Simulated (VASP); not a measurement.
Set up this calculation in VASP 6.6.1, as the native input.

| Quantity | Value |
| --- | --- |
| Task | single point |
| Functional | PBE |
| Potentials or basis | VASP PAW PBE potentials, release 64 (Al, N) |
| Cutoff | 520 eV |
| k mesh | 12 × 12 × 6 |
| Occupations | gaussian, width 0.05 eV |
| Spin | no spin polarisation |
| Dipole correction | no |
| Further INCAR settings | ALGO = Normal; EDIFF = 1e-07; NBANDS = 16 |

The structure of AlN lies in POSCAR:

```
AlN
1.0
    3.0643371193      0.0000000000      0.0000000000
   -1.5321685597      2.6537937911      0.0000000000
    0.0000000000      0.0000000000      4.9780000000
Al N
2 2
Direct
    0.3333333333      0.6666666667      0.0000000000
    0.6666666667      0.3333333333      0.5000000000
    0.3333333333      0.6666666667      0.3850000000
    0.6666666667      0.3333333333      0.8850000000
```

This cell differs from its parent crystal: strain -0.015 along x and y, +0.000 along z.

One way to write it, as run:

INCAR

```
SYSTEM = AlN
  PREC = Accurate
  ENCUT = 520
  EDIFF = 1E-7
  ISMEAR = 0
  SIGMA = 0.05
  LREAL = .FALSE.
  LASPH = .TRUE.
  NELM = 80
  ALGO = Normal
  ISIF = 2
  LWAVE = .FALSE.
  LCHARG = .FALSE.
  GGA = PE
  NBANDS = 16
```

KPOINTS

```
Automatic mesh
0
G
  12 12 6
  0 0 0
```

Potentials or basis: VASP PAW PBE potentials, release 64 (Al, N).

Command:

```bash
$ cat potpaw_PBE.64/Al/POTCAR potpaw_PBE.64/N/POTCAR > POTCAR
$ mpirun -np 1 vasp_std > vasp.out
```

It gave:

The pressure is 10.8 GPa. The largest force is 0.371 eV/Å and the band gap on the k mesh is 4.47 eV, direct.

Caveat: the cell differs from its parent crystal (strain -0.015 along x and y, +0.000 along z).

Wall time 22 s on 1 thread of Intel(R) Xeon(R) 6975P-C (Granite Rapids), with other jobs on the host, peak memory 0.17 GiB.
